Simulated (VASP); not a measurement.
Here is a VASP 6.6.1 calculation.

Contents of INCAR:

```
PREC = Accurate
ENCUT = 520
EDIFF = 1E-6
ISMEAR = 0
SIGMA = 0.15
LREAL = False
LASPH = True
NELM = 80
ALGO = Normal
ISIF = 2
LWAVE = False
LCHARG = False
GGA = PS
NBANDS = 16
```

Contents of KPOINTS:

```
Automatic mesh
0
Gamma
  6 6 6
```

The input POSCAR:

```
WC
1.0
    2.9005014360      0.0000000000      0.0000000000
   -1.4502507180      2.5119079273      0.0000000000
    0.0000000000      0.0000000000      2.8290000000
W C
1 1
Direct
    0.1730424181      0.1266758419      0.0000000000
    0.6666666667      0.3333333333      0.5000000000
```

Potentials or basis: VASP PAW PBE potentials, release 64 (W_sv, C).

Command:

```bash
$ cat potpaw_PBE.64/W_sv/POTCAR potpaw_PBE.64/C/POTCAR > POTCAR
$ mpirun -np 1 vasp_std > vasp.out
```

Estimate the largest force.

7.338 eV/Å.

What does it give for the band gap on the k mesh?

Zero (band 9 reaches 12.86 eV, above the bottom of band 10 at 10.98 eV).

Predict the pressure.

36.5 GPa.

Forces in eV/Å, atoms in the order of the input:
```
W   -6.052 -4.150  0.000
C    6.052  4.150  0.000
```

Caveat: the k points lie up to 0.42 Å⁻¹ apart; the cell differs from its parent crystal (atom 1 (W) moved by (+0.450, +0.000) A along [1 1 0] and z); the PAW data sets were made with another functional, which shifts forces and pressure a little; spin-orbit coupling is left out, which moves the levels of the heavy elements.
